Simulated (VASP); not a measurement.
# Hg (R-3m) in VASP: single point with PBE

Aim: the single point of Hg with PBE.

Program: VASP 6.6.1. These are calculated values, not measurements. Logs are shortened: lines on timing, memory, paths and dates and some standing lists are left out, and cuts for length are marked.

## (1) The cell of the first run

It takes space group R-3m (No. 166, trigonal). The conventional cell has a = 3.876 Å, b = 3.876 Å, c = 6.546 Å, α = 90.00°, β = 90.00°, γ = 120.00°. Hg (site symmetry -3m) has 12 Hg at 3.13 to 3.88 Å within 4.1 Å.

## (2) Single point, PBE

INCAR reads:

```
SYSTEM = Hg
PREC = Accurate
ENCUT = 500
EDIFF = 1E-6
ISMEAR = 0
SIGMA = 0.05
LREAL = .FALSE.
LASPH = .TRUE.
NELM = 120
ALGO = Normal
ISIF = 2
LWAVE = .FALSE.
LCHARG = .FALSE.
GGA = PE
NBANDS = 12
GGA_COMPAT = .FALSE.
```

KPOINTS reads:

```
Automatic mesh
0
G
  8 8 8
  0 0 0
```

POSCAR reads:

```
Hg
1.0
    1.9381146894      1.1189710377      2.1818365212
   -1.9381146894      1.1189710377      2.1818365212
    0.0000000000     -2.2379420753      2.1818365212
Hg
1
Direct
    0.0000000000      0.0000000000      0.0000000000
```

Potentials or basis: VASP PAW PBE potentials, release 64 (Hg).

The run is started by

```bash
$ cat potpaw_PBE.64/Hg/POTCAR > POTCAR
$ mpirun -np 1 vasp_std > vasp.out
```

OUTCAR:

```text
SYSTEM = Hg
   PREC = Accurate
   ENCUT = 500
   EDIFF = 1E-6
   ISMEAR = 0
   LREAL = .FALSE.
   LASPH = .TRUE.
   NELM = 120
   ISIF = 2
   GGA = PE

 ion  position               nearest neighbor table
   1  0.000  0.000  0.000-

  LATTYP: Found a trigonal (rhomboedric) cell.
 ALAT       =     3.1255072129
 COS(alpha) =     0.2309617677

  Lattice vectors:

 A1 = (   1.9381146894,   1.1189710377,   2.1818365212)
 A2 = (  -1.9381146894,   1.1189710377,   2.1818365212)
 A3 = (   0.0000000000,  -2.2379420753,   2.1818365212)

Analysis of symmetry for initial positions (statically):
=====================================================================
 Subroutine PRICEL returns:
 Original cell was already a primitive cell.

 Routine SETGRP: Setting up the symmetry group for a
 trigonal (rhombohedral) supercell.

 Subroutine GETGRP returns: Found 12 space group operations
 (whereof 12 operations were pure point group operations)
 out of a pool of 12 trial point group operations.

The static configuration has the point symmetry D_3d.

Analysis of symmetry for dynamics (positions and initial velocities):
=====================================================================
 Subroutine PRICEL returns:
 Original cell was already a primitive cell.

 Routine SETGRP: Setting up the symmetry group for a
 trigonal (rhombohedral) supercell.

 Subroutine GETGRP returns: Found 12 space group operations
 (whereof 12 operations were pure point group operations)
 out of a pool of 12 trial point group operations.

The dynamic configuration has the point symmetry D_3d.

 Subroutine INISYM returns: Found 12 space group operations
 (whereof 12 operations are pure point group operations),
 and found     1 'primitive' translations

----------------------------------------------------------------------------------------

                                     Primitive cell

  volume of cell :      28.3904

  direct lattice vectors                    reciprocal lattice vectors
     1.938114689  1.118971038  2.181836521     0.257982669  0.148946363  0.152776494
    -1.938114689  1.118971038  2.181836521    -0.257982669  0.148946363  0.152776494
     0.000000000 -2.237942075  2.181836521     0.000000000 -0.297892727  0.152776494

  length of vectors
     3.125507213  3.125507213  3.125507213     0.334784608  0.334784608  0.334784608

  position of ions in fractional coordinates (direct lattice)
     0.000000000  0.000000000  0.000000000

  ion indices of the primitive-cell ions
   primitive index   ion index
                 1           1

----------------------------------------------------------------------------------------

 KPOINTS: Automatic mesh

Automatic generation of k-mesh.
 Grid dimensions read from file:
 generate k-points for:    8    8    8

 Generating k-lattice:

  Cartesian coordinates                     Fractional coordinates (reciprocal lattice)
     0.032247834  0.018618295  0.019097062     0.125000000  0.000000000 -0.000000000
    -0.032247834  0.018618295  0.019097062     0.000000000  0.125000000 -0.000000000
     0.000000000 -0.037236591  0.019097062    -0.000000000 -0.000000000  0.125000000

  Length of vectors
     0.041848076  0.041848076  0.041848076

  Shift w.r.t. Gamma in fractional coordinates (k-lattice)
     0.000000000  0.000000000  0.000000000

 Subroutine IBZKPT returns following result:
 ===========================================

 Found     65 irreducible k-points:

 Following reciprocal coordinates:
            Coordinates               Weight
  0.000000  0.000000  0.000000      1.000000
  0.125000 -0.000000 -0.000000      6.000000
  0.250000 -0.000000 -0.000000      6.000000
  0.375000 -0.000000 -0.000000      6.000000
  0.500000 -0.000000 -0.000000      3.000000
  0.125000  0.125000 -0.000000      6.000000
[... 16 lines left out ...]
  0.250000  0.125000  0.125000      6.000000
  0.375000  0.125000  0.125000      6.000000
 [... further k-points ...]
   k-points           NKPTS =     65   k-points in BZ     NKDIM =     65   number of bands    NBANDS=     12
   number of dos      NEDOS =    301   number of ions     NIONS =      1
   total plane-waves  NPLWV =  13824
   dimension x,y,z NGX =    24 NGY =   24 NGZ =   24
   dimension x,y,z NGXF=    48 NGYF=   48 NGZF=   48
   ions per type =               1
   NGX,Y,Z   is equivalent  to a cutoff of  12.77, 12.77, 12.77 a.u.
   NGXF,Y,Z  is equivalent  to a cutoff of  25.53, 25.53, 25.53 a.u.
 SYSTEM =  Hg
   PREC   = accura    normal or accurate (medium, high low for compatibility)
   ISTART =      0    job   : 0-new  1-cont  2-samecut
   ICHARG =      2    charge: 1-file 2-atom 10-const
   ISPIN  =      1    spin polarized calculation?
   LNONCOLLINEAR =      F non collinear calculations
   LSORBIT =      F    spin-orbit coupling
   LASPH  =      T    aspherical Exc in radial PAW
   ENCUT  =  500.0 eV  36.75 Ry    6.06 a.u.   5.70  5.70  5.70*2*pi/ulx,y,z
   NELM   =    120;   NELMIN=  2; NELMDL= -5     # of ELM steps
   EDIFF  = 0.1E-05   stopping-criterion for ELM
   LREAL  =      F    real-space projection
   EDIFFG = 0.1E-04   stopping-criterion for IOM
   NSW    =      0    number of steps for IOM
   IBRION =     -1    ionic relax: 0-MD 1-quasi-New 2-CG
   NFREE  =      0    steps in history (QN), initial steepest desc. (CG)
   ISIF   =      2    stress and relaxation
   ISYM   =      2    0-nonsym 1-usesym 2-fastsym
   POTIM  = 0.5000    time-step for ionic-motion
   TEBEG  =    0.0;   TEEND  =   0.0 temperature during run
   PSTRESS=    0.0 pullay stress
   NELECT =      12.0000    total number of electrons
   NUPDOWN=      -1.0000    fix difference up-down
   EMIN   =  10.00;   EMAX   =-10.00  energy-range for DOS
   EFERMI =   0.00;   METHOD = LEGACY
   ISMEAR =     0;   SIGMA  =   0.05  broadening in eV -4-tet -1-fermi 0-gaus
   EFERMI_NEDOS =   21; number of points for ismear=-14 and -15
   IALGO  =     38    algorithm
   IMIX   =      4    mixing-type and parameters
     AMIX     =   0.40;   BMIX     =  1.00
     AMIX_MAG =   1.60;   BMIX_MAG =  1.00
  volume/ion in A,a.u.               =      28.39       191.59
  Fermi-wavevector in a.u.,A,eV,Ry     =   1.228602  2.321722 20.537499  1.509464
  Thomas-Fermi vector in A             =   2.363521
   LORBIT       =      0    0 simple, 1 ext, 2 COOP (PROOUT), +10 PAW based schemes
   GGA     = PE    functional components
   LHFCALC =     F    Hartree Fock is set to
   AEXX    =    0.0000 exact exchange contribution
   IVDW    =     0    specifies the selected vdW correction
   LEPSILON=     F    determine dielectric tensor
   LRPA    =     F    only Hartree local field effects (RPA)
 non-spin polarized calculation
 Gauss-broadening in eV      SIGMA  =   0.05
  energy-cutoff  :      500.00
  volume of cell :       28.39
 maximum number of plane-waves:       732
   NGX = 11   NGY = 11   NGZ = 11

 number of electron      11.9999999 magnetization

 Free energy of the ion-electron system (eV)
  ---------------------------------------------------
  ext. energy  EPLUGINS =         0.00000000
  ---------------------------------------------------
  free energy    TOTEN  =        -0.17388433 eV

  energy without entropy =       -0.17353047  energy(sigma->0) =       -0.17370740

 E-fermi :   1.6418     XC(G=0):  -9.8099

 val. band max:        1.6283689477   @ k =   0.5000   0.5000  -0.0000
 cond. band min:       1.7763547872   @ k =  -0.3750   0.5000   0.2500
 fundamental gap:      0.1479858395
 Fermi energy:         1.6418291562

 k-point     1 :       0.0000    0.0000    0.0000
  band No.  band energies     occupation
      1      -6.3817      2.00000
      2      -5.8502      2.00000
      3      -5.8502      2.00000
      4      -4.4636      2.00000
      5      -4.4636      2.00000
      6      -4.4509      2.00000
      7      11.9511      0.00000
      8      11.9511      0.00000
      9      12.2483      0.00000
     10      15.5971      0.00000
     11      17.0974      0.00000
     12      17.0974      0.00000

 k-point     2 :       0.1250   -0.0000   -0.0000
  band No.  band energies     occupation
      1      -6.1451      2.00000
      2      -5.8346      2.00000
      3      -5.6825      2.00000
      4      -4.5194      2.00000
      5      -4.4882      2.00000
      6      -4.4584      2.00000
      7       9.4564      0.00000
      8      12.1832      0.00000
      9      12.3856      0.00000
     10      16.3762      0.00000
     11      17.1473      0.00000
     12      19.3396      0.00000

 k-point     3 :       0.2500   -0.0000   -0.0000
  band No.  band energies     occupation
      1      -5.9381      2.00000
      2      -5.8067      2.00000
      3      -4.7569      2.00000
      4      -4.6373      2.00000
      5      -4.5222      2.00000
      6      -4.4481      2.00000
      7       5.8554      0.00000
      8      12.6862      0.00000
      9      12.7902      0.00000
     10      17.2590      0.00000
     11      17.3878      0.00000
     12      19.2639      0.00000
[... 286 lines left out ...]
 k-point    23 :       0.2500    0.1250    0.1250
  band No.  band energies     occupation
      1      -5.5846      2.00000
      2      -5.5789      2.00000
      3      -4.9833      2.00000
      4      -4.7814      2.00000
      5      -4.6228      2.00000
      6      -4.5569      2.00000
      7       7.6497      0.00000
      8      12.5883      0.00000
      9      12.8309      0.00000
     10      16.2920      0.00000
     11      16.9240      0.00000
     12      18.2847      0.00000

 k-point    24 :       0.3750    0.1250    0.1250
  band No.  band energies     occupation
      1      -5.5620      2.00000
      2      -5.5560      2.00000
      3      -4.8811      2.00000
      4      -4.8553      2.00000
      5      -4.6070      2.00000
      6      -3.1468      2.00000
      7       4.0941      0.00000
      8      13.3911      0.00000
      9      13.7543      0.00000
     10      15.2302      0.00000
     11      16.1020      0.00000
     12      17.4913      0.00000

 [... further k-points ...]

------------------------ aborting loop because EDIFF is reached ----------------------------------------

  FORCE on cell =-STRESS in cart. coord.  units (eV):
  Direction    XX          YY          ZZ          XY          YZ          ZX
  --------------------------------------------------------------------------------------
  -------------------------------------------------------------------------------------
  Total        0.0323075      0.0323075      0.0645832      0.0000000      0.0000000     -0.0000000
  in kB        1.8232326      1.8232326      3.6446690      0.0000000      0.0000000     -0.0000000
  external PRESSURE =       2.4303780 kB  Pullay stress =       0.0000000 kB

 VOLUME and BASIS-vectors are now :
 -----------------------------------------------------------------------------
  energy-cutoff  :      500.00
  volume of cell :       28.39
      direct lattice vectors                 reciprocal lattice vectors
     1.938114689  1.118971038  2.181836521     0.257982669  0.148946363  0.152776494
    -1.938114689  1.118971038  2.181836521    -0.257982669  0.148946363  0.152776494
     0.000000000 -2.237942075  2.181836521     0.000000000 -0.297892727  0.152776494

 POSITION                                       TOTAL-FORCE (eV/Angst)
 -----------------------------------------------------------------------------------
      0.00000      0.00000      0.00000         0.000000     -0.000000      0.000000
 -----------------------------------------------------------------------------------
    total drift:                               -0.000000     -0.000000      0.000000

  FREE ENERGIE OF THE ION-ELECTRON SYSTEM (eV)
  ---------------------------------------------------
  free  energy   TOTEN  =        -0.1738843290 eV

  energy  without entropy=       -0.1735304714  energy(sigma->0) =       -0.17370740
```

Wall time 8.1 s (1 thread of Intel Xeon Platinum 8488C (Sapphire Rapids), shared host); peak memory 0.14 GiB.

What came out:

```yaml
Free_energy: -0.1739 eV
Pressure: 0.2 GPa
Band_gap_on_the_k_mesh: zero (bands 6 and 7 overlap by 2.65 eV)
```

Caveat: spin-orbit coupling is left out, which moves the levels of the heavy elements.
